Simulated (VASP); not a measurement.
# Ag (Fm-3m) in VASP: notebook

The runs below take Ag through single point, with PBEsol+D4.

Program: VASP 6.6.1. These are calculated values, not measurements. Logs are shortened: lines on timing, memory, paths and dates and some standing lists are left out, and cuts for length are marked.

**1. The cell of the first run**

The structure is cubic, space group Fm-3m (No. 225). The conventional cell has a = 4.058 Å, b = 4.058 Å, c = 4.058 Å, α = 90.00°, β = 90.00°, γ = 90.00°. Ag (site symmetry m-3m) has 12 Ag at 2.87 Å within 3.8 Å.

**2. Single point, PBEsol+D4, non-collinear spin, zero start, spin-orbit coupling (volume scaled by 0.98)**

Input file INCAR:

```
PREC     = Accurate       # precision mode
ENCUT    = 520            # plane-wave cutoff, eV
EDIFF    = 1E-7           # SCF threshold, eV
ISMEAR   = 1              # smearing method
SIGMA    = 0.1            # smearing width, eV
LREAL    = F              # projectors in reciprocal space
LASPH    = T              # aspherical terms in the spheres
NELM     = 150            # most SCF steps
ALGO     = Normal         # electronic algorithm
ISIF     = 2              # what is computed and relaxed
LWAVE    = F              # write WAVECAR
LCHARG   = F              # write CHGCAR
MAGMOM   = 0 0 0          # initial moments
LORBIT   = 11             # projections on sites
LSORBIT  = T              # spin-orbit coupling
GGA_COMPAT= F            
LORBMOM  = T            
LMAXMIX  = 4              # l up to which the mixer works
GGA      = PS             # functional
IVDW     = 13             # dispersion correction
NBANDS   = 22             # bands
```

Input file KPOINTS:

```
Automatic mesh
0
Gamma
  8 8 8
```

Input file POSCAR:

```
Ag
1.0
    0.0000000000      2.0290398554      2.0290398554
    2.0290398554      0.0000000000      2.0290398554
    2.0290398554      2.0290398554      0.0000000000
Ag
1
Direct
    0.0000000000      0.0000000000      0.0000000000
```

Potentials or basis: VASP PAW PBE potentials, release 64 (Ag).

On the command line:

```sh
cat potpaw_PBE.64/Ag/POTCAR > POTCAR
mpirun -np 1 vasp_ncl > vasp.out
```

OUTCAR:

```text
PREC = Accurate
   ENCUT = 520
   EDIFF = 1E-7
   ISMEAR = 1
   LREAL = F
   LASPH = T
   NELM = 150
   ISIF = 2
   LORBIT = 11
   LSORBIT = T
   GGA = PS
   IVDW = 13

 ion  position               nearest neighbor table
   1  0.000  0.000  0.000-

  LATTYP: Found a face centered cubic cell.
 ALAT       =     4.0580797108

  Lattice vectors:

 A1 = (   0.0000000000,   2.0290398554,   2.0290398554)
 A2 = (   2.0290398554,   0.0000000000,   2.0290398554)
 A3 = (   2.0290398554,   2.0290398554,   0.0000000000)

Analysis of symmetry for initial positions (statically):
=====================================================================
 Subroutine PRICEL returns:
 Original cell was already a primitive cell.

 Routine SETGRP: Setting up the symmetry group for a
 face centered cubic supercell.

 Subroutine GETGRP returns: Found 48 space group operations
 (whereof 48 operations were pure point group operations)
 out of a pool of 48 trial point group operations.

The static configuration has the point symmetry O_h .

Analysis of symmetry for dynamics (positions and initial velocities):
=====================================================================
 Subroutine PRICEL returns:
 Original cell was already a primitive cell.

 Routine SETGRP: Setting up the symmetry group for a
 face centered cubic supercell.

 Subroutine GETGRP returns: Found 48 space group operations
 (whereof 48 operations were pure point group operations)
 out of a pool of 48 trial point group operations.

The dynamic configuration has the point symmetry O_h .

Analysis of structural, dynamic, and magnetic symmetry:
=====================================================================
 Subroutine PRICEL returns:
 Original cell was already a primitive cell.

 Routine SETGRP: Setting up the symmetry group for a
 face centered cubic supercell.

 Subroutine GETGRP returns: Found 48 space group operations
 (whereof 48 operations were pure point group operations)
 out of a pool of 48 trial point group operations.

The overall configuration has the point symmetry O_h .

 Subroutine INISYM returns: Found 48 space group operations
 (whereof 48 operations are pure point group operations),
 and found     1 'primitive' translations

----------------------------------------------------------------------------------------

                                     Primitive cell

  volume of cell :      16.7071

  direct lattice vectors                    reciprocal lattice vectors
     0.000000000  2.029039855  2.029039855    -0.246421971  0.246421971  0.246421971
     2.029039855  0.000000000  2.029039855     0.246421971 -0.246421971  0.246421971
     2.029039855  2.029039855  0.000000000     0.246421971  0.246421971 -0.246421971

  length of vectors
     2.869495682  2.869495682  2.869495682     0.426815374  0.426815374  0.426815374

  position of ions in fractional coordinates (direct lattice)
     0.000000000  0.000000000  0.000000000

  ion indices of the primitive-cell ions
   primitive index   ion index
                 1           1

----------------------------------------------------------------------------------------

 KPOINTS: Automatic mesh

Automatic generation of k-mesh.
 Grid dimensions read from file:
 generate k-points for:    8    8    8

 Generating k-lattice:

  Cartesian coordinates                     Fractional coordinates (reciprocal lattice)
    -0.030802746  0.030802746  0.030802746     0.125000000  0.000000000  0.000000000
     0.030802746 -0.030802746  0.030802746     0.000000000  0.125000000  0.000000000
     0.030802746  0.030802746 -0.030802746     0.000000000  0.000000000  0.125000000

  Length of vectors
     0.053351922  0.053351922  0.053351922

  Shift w.r.t. Gamma in fractional coordinates (k-lattice)
     0.000000000  0.000000000  0.000000000

 Subroutine IBZKPT returns following result:
 ===========================================

 Found     29 irreducible k-points:

 Following reciprocal coordinates:
            Coordinates               Weight
  0.000000  0.000000  0.000000      1.000000
  0.125000  0.000000  0.000000      8.000000
[... 44 lines left out ...]
   NSW    =      0    number of steps for IOM
   IBRION =     -1    ionic relax: 0-MD 1-quasi-New 2-CG
   NFREE  =      0    steps in history (QN), initial steepest desc. (CG)
   ISIF   =      2    stress and relaxation
   ISYM   =      2    0-nonsym 1-usesym 2-fastsym
   POTIM  = 0.5000    time-step for ionic-motion
   TEBEG  =    0.0;   TEEND  =   0.0 temperature during run
   PSTRESS=    0.0 pullay stress
   NELECT =      11.0000    total number of electrons
   NUPDOWN=      -1.0000    fix difference up-down
   EMIN   =  10.00;   EMAX   =-10.00  energy-range for DOS
   EFERMI =   0.00;   METHOD = LEGACY
   ISMEAR =     1;   SIGMA  =   0.10  broadening in eV -4-tet -1-fermi 0-gaus
   EFERMI_NEDOS =   21; number of points for ismear=-14 and -15
   IALGO  =     38    algorithm
   IMIX   =      4    mixing-type and parameters
     AMIX     =   0.40;   BMIX     =  1.00
     AMIX_MAG =   1.60;   BMIX_MAG =  1.00
  volume/ion in A,a.u.               =      16.71       112.75
  Fermi-wavevector in a.u.,A,eV,Ry     =   1.424203  2.691353 27.597424  2.028353
  Thomas-Fermi vector in A             =   2.544719
   LORBIT       =     11    0 simple, 1 ext, 2 COOP (PROOUT), +10 PAW based schemes
   GGA     = PS    functional components
   LHFCALC =     F    Hartree Fock is set to
   AEXX    =    0.0000 exact exchange contribution
   IVDW    =    13    specifies the selected vdW correction
   LEPSILON=     F    determine dielectric tensor
   LRPA    =     F    only Hartree local field effects (RPA)
 Methfessel and Paxton  Order N= 1 SIGMA  =   0.10
  energy-cutoff  :      520.00
  volume of cell :       16.71
 maximum number of plane-waves:       928
 NGX is ok and might be reduce to    24
   NGX = 11   NGY = 11   NGZ = 11

 number of electron      11.0000000 magnetization      -0.0000000      0.0000000      0.0000000

 number of electron      11.0000000 magnetization       0.0000000      0.0000000      0.0000000

 number of electron      11.0000000 magnetization      -0.0000000     -0.0000000     -0.0000000

 Free energy of the ion-electron system (eV)
  ---------------------------------------------------
  ext. energy  EPLUGINS =         0.00000000
  ---------------------------------------------------
  free energy    TOTEN  =        -3.30420341 eV

  energy without entropy =       -3.30303247  energy(sigma->0) =       -3.30381310

 E-fermi :   8.3020     XC(G=0): -12.5336

 val. band max:        8.2548269313   @ k =   0.5000   0.2500   0.1250
 cond. band min:       8.7296360834   @ k =   0.5000   0.3750   0.1250
 fundamental gap:      0.4748091521
 Fermi energy:         8.3019842532

 k-point     1 :       0.0000    0.0000    0.0000
  band No.  band energies     occupation
      1       0.5352      1.00000
      2       0.5352      1.00000
      3       3.5022      1.00000
      4       3.5022      1.00000
      5       3.5022      1.00000
      6       3.5022      1.00000
[... 589 lines left out ...]
     21      31.9896      0.00000
     22      31.9896      0.00000

 [... further k-points ...]

------------------------ aborting loop because EDIFF is reached ----------------------------------------

  DFT-D4 for vdW energy calculation

  Edisp (eV):   -0.33725

  FORCE on cell =-STRESS in cart. coord.  units (eV):
  Direction    XX          YY          ZZ          XY          YZ          ZX
  --------------------------------------------------------------------------------------
  -------------------------------------------------------------------------------------
  Total      -0.32072    -0.32072    -0.32072     0.00000    -0.00000     0.00000
  in kB     -30.75665   -30.75665   -30.75665     0.00000    -0.00000     0.00000
  external pressure =      -30.76 kB  Pullay stress =        0.00 kB

 VOLUME and BASIS-vectors are now :
 -----------------------------------------------------------------------------
  energy-cutoff  :      520.00
  volume of cell :       16.71
      direct lattice vectors                 reciprocal lattice vectors
     0.000000000  2.029039855  2.029039855    -0.246421971  0.246421971  0.246421971
     2.029039855  0.000000000  2.029039855     0.246421971 -0.246421971  0.246421971
     2.029039855  2.029039855  0.000000000     0.246421971  0.246421971 -0.246421971

 POSITION                                       TOTAL-FORCE (eV/Angst)
 -----------------------------------------------------------------------------------
      0.00000      0.00000      0.00000         0.000000     -0.000000      0.000000
 -----------------------------------------------------------------------------------
    total drift:                               -0.000000      0.000000     -0.000000

  FREE ENERGIE OF THE ION-ELECTRON SYSTEM (eV)
  ---------------------------------------------------
  free  energy   TOTEN  =        -3.6414560312 eV

  energy  without entropy=       -3.6402850918  energy(sigma->0) =       -3.64106572

 orbital moment (x)

 # of ion     p       d       tot
 ----------------------------------------
  1         0.000   0.000   0.000
 ----------------------------------------
            0.000   0.000   0.000

 orbital moment (y)

 # of ion     p       d       tot
 ----------------------------------------
  1         0.000  -0.000  -0.000
 ----------------------------------------
            0.000  -0.000  -0.000

 orbital moment (z)

 # of ion     p       d       tot
 ----------------------------------------
  1         0.000   0.000   0.000
 ----------------------------------------
            0.000   0.000   0.000

 Spin-Orbit-Coupling matrix elements

 Ion:    1  E_soc:     -0.0553909
 l=   1
     0.0000000    -0.0020773    -0.0020773
    -0.0020773     0.0000000    -0.0020773
    -0.0020773    -0.0020773     0.0000000
 l=   2
     0.0000000    -0.0015159     0.0000000    -0.0015159    -0.0056387
    -0.0015159     0.0000000    -0.0042290    -0.0015159    -0.0014097
     0.0000000    -0.0042290     0.0000000    -0.0042290     0.0000000
    -0.0015159    -0.0015159    -0.0042290     0.0000000    -0.0014097
    -0.0056387    -0.0014097     0.0000000    -0.0014097     0.0000000
 l=   3
     0.0000000     0.0000000     0.0000000     0.0000000     0.0000000     0.0000000     0.0000000
     0.0000000     0.0000000     0.0000000     0.0000000     0.0000000     0.0000000     0.0000000
     0.0000000     0.0000000     0.0000000     0.0000000     0.0000000     0.0000000     0.0000000
     0.0000000     0.0000000     0.0000000     0.0000000     0.0000000     0.0000000     0.0000000
     0.0000000     0.0000000     0.0000000     0.0000000     0.0000000     0.0000000     0.0000000
     0.0000000     0.0000000     0.0000000     0.0000000     0.0000000     0.0000000     0.0000000
     0.0000000     0.0000000     0.0000000     0.0000000     0.0000000     0.0000000     0.0000000

 total charge

# of ion       s       p       d       tot
------------------------------------------
    1        0.426   0.314   9.147   9.887

 magnetization (x)

# of ion       s       p       d       tot
------------------------------------------
    1        0.000  -0.000   0.000   0.000

 magnetization (y)

# of ion       s       p       d       tot
------------------------------------------
    1       -0.000  -0.000  -0.000  -0.000

 magnetization (z)

# of ion       s       p       d       tot
------------------------------------------
    1        0.000   0.000   0.000   0.000
```

It took 21 s on 1 thread of Intel Xeon Platinum 8259CL at 2.50GHz (Skylake/Cascade Lake), shared host; peak memory 0.2 GiB.

Results:

* Free energy: -3.6415 eV
* Pressure: -3.1 GPa
* Net moment: 0.00 μB per cell
* Valence electrons inside the program's atomic spheres: Ag 9.89
* Dispersion energy per atom: -0.337 eV

Moments on the atoms (μB; x, y, z):
```
Ag  0.00 0.00 0.00
```

Caveat: the cell differs from its parent crystal (volume scaled by 0.98); the PAW data sets were made with another functional, which shifts forces and pressure a little.

**3. Single point, PBEsol+D4, non-collinear spin, zero start, spin-orbit coupling**

This run uses another cell than the first one, of 17.05 Å³/atom, 1.020 times its volume.

Input file INCAR:

```
  PREC = Accurate
  ENCUT = 520
  EDIFF = 1E-7
  ISMEAR = 1
  SIGMA = 0.1
  LREAL = F
  LASPH = T
  NELM = 150
  ALGO = Normal
  ISIF = 2
  LWAVE = F
  LCHARG = F
  LNONCOLLINEAR = T
  MAGMOM = 0 0 0
  LORBIT = 11
  LSORBIT = T
  GGA_COMPAT = F
  LORBMOM = T
  LMAXMIX = 4
  GGA = PS
  IVDW = 13
  NBANDS = 22
```

KPOINTS is that of step 2.

Input file POSCAR:

```
Ag
1.0
    0.0000000000      2.0427500000      2.0427500000
    2.0427500000      0.0000000000      2.0427500000
    2.0427500000      2.0427500000      0.0000000000
Ag
1
Direct
    0.0000000000      0.0000000000      0.0000000000
```

Potentials or basis: VASP PAW PBE potentials, release 64 (Ag).

On the command line:

```sh
cat potpaw_PBE.64/Ag/POTCAR > POTCAR
mpirun -np 1 vasp_ncl > vasp.out
```

Wall time 22 s (1 thread of Intel Xeon Platinum 8259CL at 2.50GHz (Skylake/Cascade Lake), shared host); peak memory 0.2 GiB.

The run converged. Its results:

| Property | Result |
| --- | --- |
| Free energy | -3.6328 eV |
| Pressure | -5.2 GPa |
| Net moment | 0.00 μB per cell |
| Valence electrons inside the program's atomic spheres | Ag 9.87 |
| Dispersion energy per atom | -0.331 eV |

Moments on the atoms (μB; x, y, z):
```
Ag  0.00 0.00 0.00
```

Caveat: the PAW data sets were made with another functional, which shifts forces and pressure a little.
